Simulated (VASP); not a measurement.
# Ba2TiO4 (P4/mmm) in VASP: single point with PBEsol

Aim: the single point of Ba2TiO4 with PBEsol.

Everything below comes from runs of VASP 6.6.1. Logs are shortened: lines on timing, memory, paths and dates and some standing lists are left out, and cuts for length are marked.

### Step 1. The cell of the first run

The structure is tetragonal, space group P4/mmm (No. 123). Conventional cell: a = 3.917 Å, b = 3.917 Å, c = 10.428 Å, α = 90.00°, β = 90.00°, γ = 90.00°. Within 3.6 Å of Ba (site symmetry 4mm) lie 8 O at 2.76 to 2.77 Å and 4 Ti at 3.38 Å. Within 2.6 Å of Ti (site symmetry 4/mmm) lie 6 O at 1.96 Å. O (site symmetry mmm) has 2 Ti at 1.96 Å within 2.6 Å. O (site symmetry 4mm) has 1 Ti at 1.96 Å within 2.6 Å.

### Step 2. Single point, PBEsol

INCAR reads:

```
ALGO     = Normal         # electronic algorithm
EDIFF    = 1E-6           # SCF threshold, eV
ENCUT    = 520            # plane-wave cutoff, eV
GGA      = PS             # functional
ISIF     = 2              # what is computed and relaxed
ISMEAR   = -1             # smearing method
LASPH    = T              # aspherical terms in the spheres
LCHARG   = T              # write CHGCAR
LELF     = T              # ELF
LREAL    = F              # projectors in reciprocal space
LVHAR    = T            
LWAVE    = F              # write WAVECAR
NBANDS   = 37             # bands
NELM     = 100            # most SCF steps
PREC     = Accurate       # precision mode
SIGMA    = 0.05           # smearing width, eV
```

KPOINTS reads:

```
k-points
0
Gamma
  11 11 5
```

POSCAR reads:

```
Ba2TiO4
1.0
    3.9166315548      0.0000000000      0.0000000000
    0.0000000000      3.9166315548      0.0000000000
    0.0000000000      0.0000000000     10.4276163680
Ba Ti O
2 1 4
Direct
    0.0000000000      0.0000000000      0.6860238795
    0.0000000000      0.0000000000      0.3139761205
    0.5000000000      0.5000000000      0.5000000000
    0.0000000000      0.5000000000      0.5000000000
    0.5000000000      0.5000000000      0.6881850072
    0.5000000000      0.5000000000      0.3118149928
    0.5000000000      0.0000000000      0.5000000000
```

Potentials or basis: VASP PAW PBE potentials, release 64 (Ba_sv, Ti_sv, O).

Started as:

```bash
> cat potpaw_PBE.64/Ba_sv/POTCAR potpaw_PBE.64/Ti_sv/POTCAR potpaw_PBE.64/O/POTCAR > POTCAR
> mpirun -np 1 vasp_std > vasp.out
```

OUTCAR:

```text
EDIFF = 1E-6
   ENCUT = 520
   GGA = PS
   ISIF = 2
   ISMEAR = -1
   LASPH = T
   LREAL = F
   NELM = 100
   PREC = Accurate

 ion  position               nearest neighbor table
   1  0.000  0.000  0.686-   4 2.76   7 2.76   4 2.76   7 2.76   5 2.77   5 2.77   5 2.77   5 2.77
                             3 3.38   3 3.38   3 3.38   3 3.38   2 3.88
   2  0.000  0.000  0.314-   4 2.76   7 2.76   4 2.76   7 2.76   6 2.77   6 2.77   6 2.77   6 2.77
                             3 3.38   3 3.38   3 3.38   3 3.38   1 3.88
   3  0.500  0.500  0.500-   4 1.96   7 1.96   7 1.96   4 1.96   6 1.96   5 1.96   1 3.38   2 3.38
                             1 3.38   1 3.38   2 3.38   2 3.38   1 3.38   2 3.38
   4  0.000  0.500  0.500-   3 1.96   3 1.96   1 2.76   1 2.76   2 2.76   2 2.76
   5  0.500  0.500  0.688-   3 1.96   1 2.77   1 2.77   1 2.77   1 2.77
   6  0.500  0.500  0.312-   3 1.96   2 2.77   2 2.77   2 2.77   2 2.77
   7  0.500  0.000  0.500-   3 1.96   3 1.96   1 2.76   2 2.76   1 2.76   2 2.76

  LATTYP: Found a simple tetragonal cell.
 ALAT       =     3.9166315548
 C/A-ratio  =     2.6623940042

  Lattice vectors:

 A1 = (   3.9166315548,   0.0000000000,   0.0000000000)
 A2 = (   0.0000000000,   3.9166315548,   0.0000000000)
 A3 = (   0.0000000000,   0.0000000000,  10.4276163680)

Analysis of symmetry for initial positions (statically):
=====================================================================
 Subroutine PRICEL returns:
 Original cell was already a primitive cell.

 Routine SETGRP: Setting up the symmetry group for a
 simple tetragonal supercell.

 Subroutine GETGRP returns: Found 16 space group operations
 (whereof 16 operations were pure point group operations)
 out of a pool of 16 trial point group operations.

The static configuration has the point symmetry D_4h.

Analysis of symmetry for dynamics (positions and initial velocities):
=====================================================================
 Subroutine PRICEL returns:
 Original cell was already a primitive cell.

 Routine SETGRP: Setting up the symmetry group for a
 simple tetragonal supercell.

 Subroutine GETGRP returns: Found 16 space group operations
 (whereof 16 operations were pure point group operations)
 out of a pool of 16 trial point group operations.

The dynamic configuration has the point symmetry D_4h.

 Subroutine INISYM returns: Found 16 space group operations
 (whereof 16 operations are pure point group operations),
 and found     1 'primitive' translations

----------------------------------------------------------------------------------------

                                     Primitive cell

  volume of cell :     159.9597

  direct lattice vectors                    reciprocal lattice vectors
     3.916631555  0.000000000  0.000000000     0.255321438  0.000000000  0.000000000
     0.000000000  3.916631555  0.000000000     0.000000000  0.255321438  0.000000000
     0.000000000  0.000000000 10.427616368     0.000000000  0.000000000  0.095899194

  length of vectors
     3.916631555  3.916631555 10.427616368     0.255321438  0.255321438  0.095899194

  position of ions in fractional coordinates (direct lattice)
     0.000000000  0.000000000  0.686023879
     0.000000000  0.000000000  0.313976121
     0.500000000  0.500000000  0.500000000
     0.000000000  0.500000000  0.500000000
     0.500000000  0.500000000  0.688185007
     0.500000000  0.500000000  0.311814993
     0.500000000  0.000000000  0.500000000

  ion indices of the primitive-cell ions
   primitive index   ion index
                 1           1
                 2           2
                 3           3
                 4           4
                 5           5
                 6           6
                 7           7

----------------------------------------------------------------------------------------

 KPOINTS: k-points

Automatic generation of k-mesh.
 Grid dimensions read from file:
 generate k-points for:   11   11    5

 Generating k-lattice:

  Cartesian coordinates                     Fractional coordinates (reciprocal lattice)
     0.023211040  0.000000000  0.000000000     0.090909091  0.000000000  0.000000000
     0.000000000  0.023211040  0.000000000     0.000000000  0.090909091  0.000000000
     0.000000000  0.000000000  0.019179839     0.000000000  0.000000000  0.200000000

  Length of vectors
     0.023211040  0.023211040  0.019179839

  Shift w.r.t. Gamma in fractional coordinates (k-lattice)
     0.000000000  0.000000000  0.000000000

 Subroutine IBZKPT returns following result:
 ===========================================

 Found     63 irreducible k-points:

 Following reciprocal coordinates:
            Coordinates               Weight
  0.000000  0.000000  0.000000      1.000000
  0.090909  0.000000  0.000000      4.000000
  0.181818  0.000000  0.000000      4.000000
  0.272727  0.000000  0.000000      4.000000
  0.363636  0.000000  0.000000      4.000000
  0.454545  0.000000  0.000000      4.000000
[... 16 lines left out ...]
  0.090909  0.000000  0.200000      8.000000
  0.181818  0.000000  0.200000      8.000000
 [... further k-points ...]
   k-points           NKPTS =     63   k-points in BZ     NKDIM =     63   number of bands    NBANDS=     37
   number of dos      NEDOS =    301   number of ions     NIONS =      7
   total plane-waves  NPLWV =  72000
   dimension x,y,z NGX =    30 NGY =   30 NGZ =   80
   dimension x,y,z NGXF=    60 NGYF=   60 NGZF=  160
   ions per type =               2   1   4
   NGX,Y,Z   is equivalent  to a cutoff of  12.73, 12.73, 12.75 a.u.
   NGXF,Y,Z  is equivalent  to a cutoff of  25.47, 25.47, 25.51 a.u.
 SYSTEM =  unknown system
   PREC   = accura    normal or accurate (medium, high low for compatibility)
   ISTART =      0    job   : 0-new  1-cont  2-samecut
   ICHARG =      2    charge: 1-file 2-atom 10-const
   ISPIN  =      1    spin polarized calculation?
   LNONCOLLINEAR =      F non collinear calculations
   LSORBIT =      F    spin-orbit coupling
   LASPH  =      T    aspherical Exc in radial PAW
   ENCUT  =  520.0 eV  38.22 Ry    6.18 a.u.   7.28  7.28 19.39*2*pi/ulx,y,z
   NELM   =    100;   NELMIN=  2; NELMDL= -5     # of ELM steps
   EDIFF  = 0.1E-05   stopping-criterion for ELM
   LREAL  =      F    real-space projection
   EDIFFG = 0.1E-04   stopping-criterion for IOM
   NSW    =      0    number of steps for IOM
   IBRION =     -1    ionic relax: 0-MD 1-quasi-New 2-CG
   NFREE  =      0    steps in history (QN), initial steepest desc. (CG)
   ISIF   =      2    stress and relaxation
   ISYM   =      2    0-nonsym 1-usesym 2-fastsym
   POTIM  = 0.5000    time-step for ionic-motion
   TEBEG  =    0.0;   TEEND  =   0.0 temperature during run
   PSTRESS=    0.0 pullay stress
   NELECT =      56.0000    total number of electrons
   NUPDOWN=      -1.0000    fix difference up-down
   EMIN   =  10.00;   EMAX   =-10.00  energy-range for DOS
   EFERMI =   0.00;   METHOD = LEGACY
   ISMEAR =    -1;   SIGMA  =   0.05  broadening in eV -4-tet -1-fermi 0-gaus
   EFERMI_NEDOS =   21; number of points for ismear=-14 and -15
   IALGO  =     38    algorithm
   IMIX   =      4    mixing-type and parameters
     AMIX     =   0.40;   BMIX     =  1.00
     AMIX_MAG =   1.60;   BMIX_MAG =  1.00
  volume/ion in A,a.u.               =      22.85       154.21
  Fermi-wavevector in a.u.,A,eV,Ry     =   1.153809  2.180383 18.113106  1.331276
  Thomas-Fermi vector in A             =   2.290450
   LORBIT       =      0    0 simple, 1 ext, 2 COOP (PROOUT), +10 PAW based schemes
   GGA     = PS    functional components
   LHFCALC =     F    Hartree Fock is set to
   AEXX    =    0.0000 exact exchange contribution
   IVDW    =     0    specifies the selected vdW correction
   LEPSILON=     F    determine dielectric tensor
   LRPA    =     F    only Hartree local field effects (RPA)
 non-spin polarized calculation
  energy-cutoff  :      520.00
  volume of cell :      159.96
 maximum number of plane-waves:      4342
 NGX is ok and might be reduce to    30
   NGX = 15   NGY = 15   NGZ = 39

 number of electron      56.0000002 magnetization

 Free energy of the ion-electron system (eV)
  ---------------------------------------------------
  ext. energy  EPLUGINS =         0.00000000
  ---------------------------------------------------
  free energy    TOTEN  =       -53.95323103 eV

  energy without entropy =      -53.95323103  energy(sigma->0) =      -53.95323103

 E-fermi :   1.8934     XC(G=0):  -7.8604

 val. band max:        0.8471034020   @ k =   0.0000   0.0000   0.4000
 cond. band min:       2.7940546533   @ k =   0.0000   0.0000   0.4000
 fundamental gap:      1.9469512514
 Fermi energy:         1.8933790897

 k-point     1 :       0.0000    0.0000    0.0000
  band No.  band energies     occupation
      1     -55.0046      2.00000
      2     -31.4387      2.00000
      3     -31.4387      2.00000
      4     -31.2954      2.00000
      5     -24.7530      2.00000
      6     -24.6698      2.00000
[... 29 lines left out ...]
     36       5.8503      0.00000
     37       6.0013      0.00000

 k-point     2 :       0.0909    0.0000    0.0000
  band No.  band energies     occupation
      1     -55.0044      2.00000
      2     -31.4451      2.00000
      3     -31.4385      2.00000
      4     -31.2950      2.00000
      5     -24.7436      2.00000
      6     -24.6630      2.00000
[... 29 lines left out ...]
     36       5.9878      0.00000
     37       6.1413      0.00000

 k-point     3 :       0.1818    0.0000    0.0000
  band No.  band energies     occupation
      1     -55.0041      2.00000
      2     -31.4620      2.00000
      3     -31.4378      2.00000
      4     -31.2940      2.00000
      5     -24.7183      2.00000
      6     -24.6444      2.00000
[... 29 lines left out ...]
     36       6.3402      0.00000
     37       6.4117      0.00000

 k-point     4 :       0.2727    0.0000    0.0000
  band No.  band energies     occupation
      1     -55.0037      2.00000
      2     -31.4839      2.00000
      3     -31.4370      2.00000
      4     -31.2926      2.00000
      5     -24.6847      2.00000
      6     -24.6198      2.00000
[... 29 lines left out ...]
     36       6.5593      0.00000
     37       6.7699      0.00000
[... 683 lines left out ...]
      1     -55.0046      2.00000
      2     -31.4388      2.00000
      3     -31.4388      2.00000
      4     -31.2954      2.00000
      5     -24.7530      2.00000
      6     -24.6699      2.00000
[... 29 lines left out ...]
     36       5.8449      0.00000
     37       6.0696      0.00000

 k-point    23 :       0.0909    0.0000    0.2000
  band No.  band energies     occupation
      1     -55.0045      2.00000
      2     -31.4451      2.00000
      3     -31.4385      2.00000
      4     -31.2951      2.00000
      5     -24.7436      2.00000
      6     -24.6630      2.00000
[... 29 lines left out ...]
     36       5.9788      0.00000
     37       6.2096      0.00000

 k-point    24 :       0.1818    0.0000    0.2000
  band No.  band energies     occupation
      1     -55.0041      2.00000
      2     -31.4620      2.00000
      3     -31.4378      2.00000
      4     -31.2940      2.00000
      5     -24.7183      2.00000
      6     -24.6444      2.00000
[... 29 lines left out ...]
     36       6.3138      0.00000
     37       6.4857      0.00000

 [... further k-points ...]
[... 5 lines left out ...]
  --------------------------------------------------------------------------------------
  -------------------------------------------------------------------------------------
  Total        1.4098378      1.4098378      0.9213853      0.0000000      0.0000000      0.0000000
  in kB       14.1211237     14.1211237      9.2287180      0.0000000      0.0000000      0.0000000
  external PRESSURE =      12.4903218 kB  Pullay stress =       0.0000000 kB

 VOLUME and BASIS-vectors are now :
 -----------------------------------------------------------------------------
  energy-cutoff  :      520.00
  volume of cell :      159.96
      direct lattice vectors                 reciprocal lattice vectors
     3.916631555  0.000000000  0.000000000     0.255321438  0.000000000  0.000000000
     0.000000000  3.916631555  0.000000000     0.000000000  0.255321438  0.000000000
     0.000000000  0.000000000 10.427616368     0.000000000  0.000000000  0.095899194

 POSITION                                       TOTAL-FORCE (eV/Angst)
 -----------------------------------------------------------------------------------
      0.00000      0.00000      7.15359        -0.000000      0.000000      0.194731
      0.00000      0.00000      3.27402         0.000000     -0.000000     -0.194731
      1.95832      1.95832      5.21381         0.000000      0.000000      0.000000
      0.00000      1.95832      5.21381         0.000000      0.000000      0.000000
      1.95832      1.95832      7.17613         0.000000      0.000000      0.057485
      1.95832      1.95832      3.25149         0.000000     -0.000000     -0.057485
      1.95832      0.00000      5.21381         0.000000      0.000000      0.000000
 -----------------------------------------------------------------------------------
    total drift:                                0.000000      0.000000     -0.000000

  FREE ENERGIE OF THE ION-ELECTRON SYSTEM (eV)
  ---------------------------------------------------
  free  energy   TOTEN  =       -53.9532310334 eV

  energy  without entropy=      -53.9532310328  energy(sigma->0) =      -53.95323103
```

Run time: 15 min. Hardware: 1 thread of Intel Xeon 8259CL, shared host; peak memory 0.48 GiB.

What came out:

```
Free energy            : -53.9532 eV
Pressure               : 1.2 GPa
Largest force          : 0.195 eV/Å
Band gap on the k mesh : 1.95 eV
```

Forces in eV/Å, atoms in the order of the input:
```
Ba   0.000  0.000  0.195
Ba   0.000  0.000 -0.195
Ti   0.000  0.000  0.000
O    0.000  0.000  0.000
O    0.000  0.000  0.057
O    0.000  0.000 -0.057
O    0.000  0.000  0.000
```

Stress tensor (GPa, compression positive):
```
1.41 0.00 0.00
0.00 1.41 0.00
0.00 0.00 0.92
```

Levels at points of the mesh, in eV from the valence-band top:
```tsv
k point	band 24	band 25	band 26	band 27	band 28	band 29	band 30	band 31	band 32	band 33
(0.00, 0.00, 0.00)	-0.97	-0.97	-0.39	0.00	0.00	1.95	2.17	3.15	3.15	3.94
```

Caveat: the PAW data sets were made with another functional, which shifts forces and pressure a little; spin-orbit coupling is left out, which moves the levels of the heavy elements. A k mesh can miss the band edges.
